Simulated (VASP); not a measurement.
# CNH in VASP: single point with PBE+D3(BJ)

Aim: the single point of CNH with PBE+D3(BJ).

Program: VASP 6.6.1. These are calculated values, not measurements. Logs are shortened: lines on timing, memory, paths and dates and some standing lists are left out, and cuts for length are marked.

### 1 The cell of the first run

The cell holds a molecule in a box, 3 atoms: a = 5.431 Å, b = 5.431 Å, c = 24.650 Å, α = 90.00°, β = 90.00°, γ = 120.00°.

### 2 Single point, PBE+D3(BJ)

Input file INCAR:

```
  PREC = Accurate
  ENCUT = 520
  EDIFF = 1E-6
  ISMEAR = 0
  SIGMA = 0.1
  LREAL = False
  LASPH = True
  NELM = 80
  ALGO = Normal
  ISIF = 2
  LWAVE = False
  LCHARG = True
  LDIPOL = True
  IDIPOL = 3
  DIPOL = 0.5 0.5 0.633
  GGA = PE
  IVDW = 12
  LELF = True
  LVHAR = True
  LVACPOTAV = True
  NBANDS = 12
```

Input file KPOINTS:

```
regular mesh
0
Gamma
  4 4 1
```

Input file POSCAR:

```
HCN
1.0
    5.4313155574      0.0000000000      0.0000000000
   -2.7156577787      4.7036572487      0.0000000000
    0.0000000000      0.0000000000     24.6502505826
C N H
1 1 1
Direct
    0.5000000000      0.0000000000      0.6339342003
    0.5000000000      0.0000000000      0.5866868299
    0.5000000000      0.0000000000      0.6772814106
```

Potentials or basis: VASP PAW PBE potentials, release 64 (C, N, H).

Launch:

```bash
$ cat potpaw_PBE.64/C/POTCAR potpaw_PBE.64/N/POTCAR potpaw_PBE.64/H/POTCAR > POTCAR
$ mpirun -np 1 vasp_std > vasp.out
```

OUTCAR:

```text
PREC = Accurate
   ENCUT = 520
   EDIFF = 1E-6
   ISMEAR = 0
   LREAL = False
   LASPH = True
   NELM = 80
   ISIF = 2
   GGA = PE
   IVDW = 12
 IVDW          = 12

 ion  position               nearest neighbor table
   1  0.500  0.000  0.634-   3 1.07   2 1.16
   2  0.500  0.000  0.587-   1 1.16
   3  0.500  0.000  0.677-   1 1.07

  LATTYP: Found a hexagonal cell.
 ALAT       =     5.4313155574
 C/A-ratio  =     4.5385414127

  Lattice vectors:

 A1 = (   5.4313155574,   0.0000000000,   0.0000000000)
 A2 = (  -2.7156577787,   4.7036572487,   0.0000000000)
 A3 = (   0.0000000000,   0.0000000000,  24.6502505826)

Analysis of symmetry for initial positions (statically):
=====================================================================
 Subroutine PRICEL returns:
 Original cell was already a primitive cell.

 Routine SETGRP: Setting up the symmetry group for a
 hexagonal supercell.

 Subroutine GETGRP returns: Found 12 space group operations
 (whereof  4 operations were pure point group operations)
 out of a pool of 24 trial point group operations.

The static configuration has the point symmetry C_2v.
 The point group associated with its full space group is C_6v.

Analysis of symmetry for dynamics (positions and initial velocities):
=====================================================================
 Subroutine PRICEL returns:
 Original cell was already a primitive cell.

 Routine SETGRP: Setting up the symmetry group for a
 hexagonal supercell.

 Subroutine GETGRP returns: Found 12 space group operations
 (whereof  4 operations were pure point group operations)
 out of a pool of 24 trial point group operations.

The dynamic configuration has the point symmetry C_2v.
 The point group associated with its full space group is C_6v.

 Subroutine INISYM returns: Found 12 space group operations
 (whereof  4 operations are pure point group operations),
 and found     1 'primitive' translations

----------------------------------------------------------------------------------------

                                     Primitive cell

  volume of cell :     629.7411

  direct lattice vectors                    reciprocal lattice vectors
     5.431315557  0.000000000  0.000000000     0.184117455  0.106300262  0.000000000
    -2.715657779  4.703657249  0.000000000     0.000000000  0.212600525  0.000000000
     0.000000000  0.000000000 24.650250583     0.000000000  0.000000000  0.040567539

  length of vectors
     5.431315557  5.431315557 24.650250583     0.212600525  0.212600525  0.040567539

  position of ions in fractional coordinates (direct lattice)
     0.500000000  0.000000000  0.633934200
     0.500000000  0.000000000  0.586686830
     0.500000000  0.000000000  0.677281411

  ion indices of the primitive-cell ions
   primitive index   ion index
                 1           1
                 2           2
                 3           3

----------------------------------------------------------------------------------------

 KPOINTS: regular mesh

Automatic generation of k-mesh.
 Grid dimensions read from file:
 generate k-points for:    4    4    1

 Generating k-lattice:

  Cartesian coordinates                     Fractional coordinates (reciprocal lattice)
     0.046029364  0.026575066  0.000000000     0.250000000  0.000000000  0.000000000
     0.000000000  0.053150131  0.000000000     0.000000000  0.250000000  0.000000000
     0.000000000  0.000000000  0.040567539     0.000000000  0.000000000  1.000000000

  Length of vectors
     0.053150131  0.053150131  0.040567539

  Shift w.r.t. Gamma in fractional coordinates (k-lattice)
     0.000000000  0.000000000  0.000000000

 Subroutine IBZKPT returns following result:
 ===========================================

 Found      4 irreducible k-points:

 Following reciprocal coordinates:
            Coordinates               Weight
  0.000000  0.000000  0.000000      1.000000
  0.250000  0.000000  0.000000      6.000000
  0.500000  0.000000  0.000000      3.000000
  0.250000  0.250000  0.000000      6.000000
   k-points           NKPTS =      4   k-points in BZ     NKDIM =      4   number of bands    NBANDS=     12
   number of dos      NEDOS =    301   number of ions     NIONS =      3
   total plane-waves  NPLWV = 307200
   dimension x,y,z NGX =    40 NGY =   40 NGZ =  192
   dimension x,y,z NGXF=    80 NGYF=   80 NGZF=  384
   ions per type =               1   1   1
   NGX,Y,Z   is equivalent  to a cutoff of  12.24, 12.24, 12.95 a.u.
   NGXF,Y,Z  is equivalent  to a cutoff of  24.49, 24.49, 25.90 a.u.
 SYSTEM =  unknown system
   PREC   = accura    normal or accurate (medium, high low for compatibility)
   ISTART =      0    job   : 0-new  1-cont  2-samecut
   ICHARG =      2    charge: 1-file 2-atom 10-const
   ISPIN  =      1    spin polarized calculation?
   LNONCOLLINEAR =      F non collinear calculations
   LSORBIT =      F    spin-orbit coupling
   LASPH  =      T    aspherical Exc in radial PAW
   ENCUT  =  520.0 eV  38.22 Ry    6.18 a.u.  10.10 10.10 45.83*2*pi/ulx,y,z
   NELM   =     80;   NELMIN=  2; NELMDL= -5     # of ELM steps
   EDIFF  = 0.1E-05   stopping-criterion for ELM
   LREAL  =      F    real-space projection
   EDIFFG = 0.1E-04   stopping-criterion for IOM
   NSW    =      0    number of steps for IOM
   IBRION =     -1    ionic relax: 0-MD 1-quasi-New 2-CG
   NFREE  =      0    steps in history (QN), initial steepest desc. (CG)
   ISIF   =      2    stress and relaxation
   ISYM   =      2    0-nonsym 1-usesym 2-fastsym
   POTIM  = 0.5000    time-step for ionic-motion
   TEBEG  =    0.0;   TEEND  =   0.0 temperature during run
   PSTRESS=    0.0 pullay stress
   NELECT =      10.0000    total number of electrons
   NUPDOWN=      -1.0000    fix difference up-down
   EMIN   =  10.00;   EMAX   =-10.00  energy-range for DOS
   EFERMI =   0.00;   METHOD = LEGACY
   ISMEAR =     0;   SIGMA  =   0.10  broadening in eV -4-tet -1-fermi 0-gaus
   EFERMI_NEDOS =   21; number of points for ismear=-14 and -15
   IALGO  =     38    algorithm
   IMIX   =      4    mixing-type and parameters
     AMIX     =   0.40;   BMIX     =  1.00
     AMIX_MAG =   1.60;   BMIX_MAG =  1.00
  volume/ion in A,a.u.               =     209.91      1416.57
  Fermi-wavevector in a.u.,A,eV,Ry     =   0.411485  0.777594  2.303739  0.169320
  Thomas-Fermi vector in A             =   1.367826
   LORBIT       =      0    0 simple, 1 ext, 2 COOP (PROOUT), +10 PAW based schemes
   GGA     = PE    functional components
   LHFCALC =     F    Hartree Fock is set to
   AEXX    =    0.0000 exact exchange contribution
   IVDW    =    12    specifies the selected vdW correction
   LEPSILON=     F    determine dielectric tensor
   LRPA    =     F    only Hartree local field effects (RPA)
 non-spin polarized calculation
 Gauss-broadening in eV      SIGMA  =   0.10
  energy-cutoff  :      520.00
  volume of cell :      629.74
 maximum number of plane-waves:     16970
   NGX = 21   NGY = 21   NGZ = 91

 number of electron      10.0000000 magnetization

 number of electron       9.9999999 magnetization

 dipolmoment           0.000000      0.000000     -0.504579 electrons x Angstroem

 Free energy of the ion-electron system (eV)
  ---------------------------------------------------
  ext. energy  EPLUGINS =         0.00000000
  ---------------------------------------------------
  free energy    TOTEN  =       -19.56644023 eV

  energy without entropy =      -19.56644023  energy(sigma->0) =      -19.56644023

 E-fermi :  -8.0691     XC(G=0):  -0.9355

 val. band max:       -8.5282893144   @ k =   0.0000   0.0000   0.0000
 cond. band min:      -1.8075064040   @ k =   0.0000   0.0000   0.0000
 fundamental gap:      6.7207829104
 Fermi energy:        -8.0691162414

 k-point     1 :       0.0000    0.0000    0.0000
  band No.  band energies     occupation
      1     -22.5751      2.00000
      2     -14.9589      2.00000
      3      -8.5719      2.00000
      4      -8.5283      2.00000
      5      -8.5283      2.00000
      6      -1.8075      0.00000
      7      -1.1043      0.00000
      8      -0.6675      0.00000
      9      -0.6675      0.00000
     10      -0.2649      0.00000
     11       0.1047      0.00000
     12       1.3068      0.00000

 k-point     2 :       0.2500    0.0000    0.0000
  band No.  band energies     occupation
      1     -22.5744      2.00000
      2     -14.9558      2.00000
      3      -8.5740      2.00000
      4      -8.5534      2.00000
      5      -8.5359      2.00000
      6      -1.5298      0.00000
      7      -0.8745      0.00000
      8      -0.7135      0.00000
      9      -0.5906      0.00000
     10       0.2689      0.00000
     11       0.4617      0.00000
     12       1.6373      0.00000

 k-point     3 :       0.5000    0.0000    0.0000
  band No.  band energies     occupation
      1     -22.5737      2.00000
      2     -14.9526      2.00000
      3      -8.5941      2.00000
      4      -8.5601      2.00000
      5      -8.5434      2.00000
      6      -1.2984      0.00000
      7      -0.7580      0.00000
      8      -0.4576      0.00000
      9       0.2976      0.00000
     10       0.5447      0.00000
     11       0.7800      0.00000
     12       1.3626      0.00000

 k-point     4 :       0.2500    0.2500    0.0000
  band No.  band energies     occupation
      1     -22.5738      2.00000
      2     -14.9526      2.00000
      3      -8.5830      2.00000
      4      -8.5586      2.00000
      5      -8.5561      2.00000
      6      -1.2488      0.00000
      7      -0.8986      0.00000
      8      -0.4658      0.00000
      9       0.1429      0.00000
     10       0.7951      0.00000
     11       1.1341      0.00000
     12       1.3600      0.00000

------------------------ aborting loop because EDIFF is reached ----------------------------------------

 Edisp (eV)   -0.03337

 E8    (eV) :    -0.0082

  FORCE on cell =-STRESS in cart. coord.  units (eV):
  Direction    XX          YY          ZZ          XY          YZ          ZX
  --------------------------------------------------------------------------------------
  -------------------------------------------------------------------------------------
  Total       0.03861     0.03861    -0.29111     0.00000     0.00000     0.00000
  in kB       0.09823     0.09823    -0.74064     0.00000     0.00000     0.00000
  external pressure =       -0.18 kB  Pullay stress =        0.00 kB

 VOLUME and BASIS-vectors are now :
 -----------------------------------------------------------------------------
  energy-cutoff  :      520.00
  volume of cell :      629.74
      direct lattice vectors                 reciprocal lattice vectors
     5.431315557  0.000000000  0.000000000     0.184117455  0.106300262  0.000000000
    -2.715657779  4.703657249  0.000000000     0.000000000  0.212600525  0.000000000
     0.000000000  0.000000000 24.650250583     0.000000000  0.000000000  0.040567539

 POSITION                                       TOTAL-FORCE (eV/Angst)
 -----------------------------------------------------------------------------------
      2.71566      0.00000     15.62664         0.000000     -0.000000     -0.550128
      2.71566      0.00000     14.46198        -0.000000      0.000000      0.385449
      2.71566      0.00000     16.69516         0.000000     -0.000000      0.164679
 -----------------------------------------------------------------------------------
    total drift:                                0.000000      0.000000     -0.000251

  FREE ENERGIE OF THE ION-ELECTRON SYSTEM (eV)
  ---------------------------------------------------
  free  energy   TOTEN  =       -19.5998106625 eV

  energy  without entropy=      -19.5998106625  energy(sigma->0) =      -19.59981066

 vacuum level on the upper side and lower side of the slab        -1.492         2.082
```

Run time: 59 s. Hardware: 1 thread of Intel Xeon 6975P-C (Granite Rapids), shared host; peak memory 0.63 GiB.

What came out:

* Free energy: -19.5998 eV
* Largest force: 0.550 eV/Å
* Gap between the frontier levels: 6.72 eV, direct
* Dispersion energy per atom: -0.011 eV

Forces in eV/Å, atoms in the order of the input:
```
C    0.000  0.000 -0.550
N    0.000  0.000  0.385
H    0.000  0.000  0.165
```
